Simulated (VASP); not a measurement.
Set up this calculation in VASP 6.6.1, as the native input.

| Quantity | Value |
| --- | --- |
| Task | single point |
| Functional | HSE06 |
| Potentials or basis | VASP PAW PBE potentials, release 64 (Cd, Te) |
| Cutoff | 520 eV |
| k mesh | 4 × 4 × 4 |
| Occupations | gaussian, width 0.01 eV |
| Spin | no spin polarisation |
| Dipole correction | no |
| Grid for exact exchange (PRECFOCK) | Normal |
| Further INCAR settings | ALGO = Normal; EDIFF = 1e-07; NBANDS = 16 |
| Share of exact exchange | 0.25 |
| Screening parameter | 0.2079 1/Å |

The system is CdTe.

```xyz
2
Lattice="0.0000 3.2800 3.2800 3.2800 0.0000 3.2800 3.2800 3.2800 0.0000" Properties=species:S:1:pos:R:3 pbc="T T T"
Cd    0.0000    0.0000    0.0000
Te    1.6400    1.6400    1.6400
```

These files were run (other wordings do the same):

POSCAR

```
CdTe
1.0
    0.0000000000      3.2799551161      3.2799551161
    3.2799551161      0.0000000000      3.2799551161
    3.2799551161      3.2799551161      0.0000000000
Cd Te
1 1
Direct
    0.0000000000      0.0000000000      0.0000000000
    0.2500000000      0.2500000000      0.2500000000
```

INCAR.step1

```
SYSTEM = CdTe
PREC = Accurate
ENCUT = 520
EDIFF = 1E-5
ISMEAR = 0
SIGMA = 0.01
LREAL = .False.
LASPH = .True.
NELM = 100
ALGO = Normal
ISIF = 2
LWAVE = .True.
LCHARG = .False.
GGA = PE
NBANDS = 16
```

INCAR.step2

```
SYSTEM = CdTe
PREC = Accurate
ENCUT = 520
EDIFF = 1E-7
ISMEAR = 0
SIGMA = 0.01
LREAL = .False.
LASPH = .True.
NELM = 100
ALGO = Normal
ISIF = 2
LWAVE = .False.
LCHARG = .False.
GGA = PE
LHFCALC = .True.
HFSCREEN = 0.2079
PRECFOCK = Normal
ISTART = 1
NBANDS = 16
```

KPOINTS

```
regular mesh
0
Gamma
  4 4 4
  0 0 0
```

Potentials or basis: VASP PAW PBE potentials, release 64 (Cd, Te).

The run is started by

```sh
$ cat potpaw_PBE.64/Cd/POTCAR potpaw_PBE.64/Te/POTCAR > POTCAR
$ cp INCAR.step1 INCAR
$ mpirun -np 1 vasp_std > vasp.out
$ cp INCAR.step2 INCAR
$ mpirun -np 1 vasp_std > vasp.out
```

It gave:

- Pressure: 0.2 GPa
- Band gap on the k mesh: 1.44 eV

Caveat: the PAW data sets were made with another functional, which shifts forces and pressure a little; spin-orbit coupling is left out, which moves the levels of the heavy elements.

It took 31 min on 1 thread of Intel Xeon 8259CL (shared host), peak memory 0.32 GiB.
